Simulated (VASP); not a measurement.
A run of VASP 6.6.1 is set up as follows.

File INCAR:

```
  PREC = Accurate
  ENCUT = 520
  EDIFF = 1E-6
  ISMEAR = -1
  SIGMA = 0.05
  LREAL = F
  LASPH = T
  NELM = 150
  ALGO = Normal
  ISIF = 2
  LWAVE = F
  LCHARG = F
  ISPIN = 2
  MAGMOM = 2 2 2 2
  LORBIT = 11
  LMAXMIX = 4
  GGA = PE
  IVDW = 12
  NBANDS = 30
```

File KPOINTS:

```
regular mesh
0
Gamma
  12 12 4
```

File POSCAR:

```
Co
1.0
    2.4705617809      0.0000000000      0.0000000000
   -1.2352808905      2.1395692639      0.0000000000
    0.0000000000      0.0000000000      8.0882338000
Co
4
Direct
    0.6666666667      0.3333333333      0.7500000000
    0.0000000000      0.0000000000      0.5000000000
    0.3333333333      0.6666666667      0.2500000000
    0.0000000000      0.0000000000      0.0000000000
```

Potentials or basis: VASP PAW PBE potentials, release 64 (Co).

Command:

```bash
$ cat potpaw_PBE.64/Co/POTCAR > POTCAR
$ mpirun -np 1 vasp_std > vasp.out
```

Task: What does it give for the site moments?

Result: Co +1.67, +1.65 (each value once) μB.

Task: Predict the net moment.

Result: 6.57 μB per cell.

Task: Estimate the pressure.

Result: -2.8 GPa.

Task: What does it give for the dispersion energy per atom?

Result: -0.423 eV.

Stress tensor (GPa, compression positive):
```
-1.52  0.00  0.00
 0.00 -1.52  0.00
 0.00  0.00 -5.34
```
